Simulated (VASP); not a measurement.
Wanted: the native input for a VASP 6.6.1 run.

```
Task                   : single point
Functional             : PBE
Potentials or basis    : VASP PAW PBE potentials, release 64 (Si)
Cutoff                 : 520 eV
k mesh                 : 11 × 11 × 11
Occupations            : fermi-dirac, width 0.1 eV
Spin                   : no spin polarisation
Dipole correction      : no
Further INCAR settings : ALGO = Normal; EDIFF = 1e-06; NBANDS = 16
```

The structure of Si lies in POSCAR:

```
Si
1.0
    0.0000000000      2.7105920000      2.7105920000
    2.7105920000      0.0000000000      2.7105920000
    2.7105920000      2.7105920000      0.0000000000
Si
4
Direct
    0.0000000000      0.0000000000      0.0000000000
    0.5000000000      0.0000000000      0.0000000000
    0.0000000000      0.0000000000      0.5000000000
    0.0000000000      0.5000000000      0.0000000000
```

These files were run (other wordings do the same):

INCAR

```
PREC = Accurate ; ENCUT = 520
EDIFF = 1E-6 ; ISMEAR = -1
SIGMA = 0.1 ; LREAL = False
LASPH = True ; NELM = 60
ALGO = Normal ; ISIF = 2
LWAVE = False ; LCHARG = True
GGA = PE ; LELF = True
LVHAR = True ; NBANDS = 16
```

KPOINTS

```
regular mesh
0
Gamma
  11 11 11
```

Potentials or basis: VASP PAW PBE potentials, release 64 (Si).

Run with:

```sh
$ cat potpaw_PBE.64/Si/POTCAR > POTCAR
$ mpirun -np 1 vasp_std > vasp.out
```

It gave:

```json
{
  "Pressure": "259.2 GPa",
  "Band gap on the k mesh": "zero (band 8 reaches 15.81 eV, above the bottom of band 9 at 12.26 eV)"
}
```

Run time: 23 s on 1 thread of Intel Xeon 6975P-C, with other jobs on the host, peak memory 0.17 GiB.
